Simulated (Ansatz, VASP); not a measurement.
# FeNi3 in VASP and in Ansatz

INCAR

```
PREC = Accurate
ENCUT = 520
EDIFF = 1E-7
ISMEAR = 0
SIGMA = 0.1
LREAL = F
LASPH = T
NELM = 150
ALGO = Normal
ISIF = 2
LWAVE = F
LCHARG = F
ISPIN = 2
MAGMOM = 3.13 0.75 0.75 0.75
LORBIT = 11
LMAXMIX = 4
GGA = PS
NBANDS = 31
```

The input KPOINTS:

```
regular mesh
0
Gamma
  12 12 12
```

File POSCAR:

```
FeNi3
1.0
    3.4888236474      0.0000000000      0.0000000000
    0.0000000000      3.4888236474      0.0000000000
    0.0000000000      0.0000000000      3.4888236474
Fe Ni
1 3
Direct
    0.0000000000      0.0000000000      0.0000000000
    0.0000000000      0.5000000000      0.5000000000
    0.5000000000      0.0000000000      0.5000000000
    0.5000000000      0.5000000000      0.0000000000
```

Input for Ansatz:

```yaml
crystal:
  lattice:
    - [3.4888236474, 0.0, 0.0]
    - [0.0, 3.4888236474, 0.0]
    - [0.0, 0.0, 3.4888236474]
  atoms:
    - { symbol: Fe, position: [0.0, 0.0, 0.0], spin: 3.13 }
    - { symbol: Ni, position: [0.0, 0.5, 0.5], spin: 0.75 }
    - { symbol: Ni, position: [0.5, 0.0, 0.5], spin: 0.75 }
    - { symbol: Ni, position: [0.5, 0.5, 0.0], spin: 0.75 }
basis:
  ecutwfc: 420
kpoints:
  mp_grid: { grid: [12, 12, 12] }
  band_path:
    path:
      - [[0.0, 0.0, 0.0], [0.0, 0.5, 0.0], [0.5, 0.5, 0.0], [0.0, 0.0, 0.0], [0.5, 0.5, 0.5], [0.0, 0.5, 0.0]]
      - [[0.5, 0.5, 0.5], [0.5, 0.5, 0.0]]
    npoints: 14
hamiltonian:
  xc: pbesol
scf:
  occupations: { method: gaussian, width: 0.1 }
  n_extra_bands: 10
output:
  forces: true
  stress: true
  eigenvalues: true
  populations: true
  dos: { projected: true, de: 0.02, nscf_kmesh: { grid: [18, 18, 18] } }
  bader: true
  write_density: true
  write_potential: true
  elf: true
  volumetric_format: npy
magnetization:
  spin_polarized: true
checkpoint:
  read: start.run
  write: ck
  compress: false
  write_wavefunctions: false
  write_every: 100000
```

Alike in both runs: task single point; functional PBEsol; k mesh 12 × 12 × 12; occupations gaussian, width 0.1 eV; collinear spin.

|  | VASP | Ansatz |
| --- | --- | --- |
| version | VASP 6.6.1 | Ansatz 0.2.0 |
| potentials or method | VASP PAW PBE potentials, release 64 (Fe, Ni), cutoff 520 eV | scalar-relativistic, plane waves, PAW |
| valence electrons in the cell | 38 | 70 |

```tsv
	VASP	Ansatz	Ansatz less VASP
gap on the k mesh at the Fermi level (eV)	none	none	-
pressure (GPa)	-0.1	0.0	+0.07
net moment per atom (μB)	1.19	1.19	+0.006
size of the moment on the site where the two differ most (μB)	0.63	0.68	+0.052
```

VASP's potentials were made for PBE, not for PBEsol. Site moments also hang on the region over which each program counts them. A gap of «none» marks a metal or a gap that the smearing closes. With one functional, cell and mesh, what is left measures potentials, basis and numerics. VASP's potentials hold 38 valence electrons a cell and Ansatz's 70, so a difference there can come from the potentials and not from the codes. Ansatz's warnings: moment headroom below auto, stability check not made.
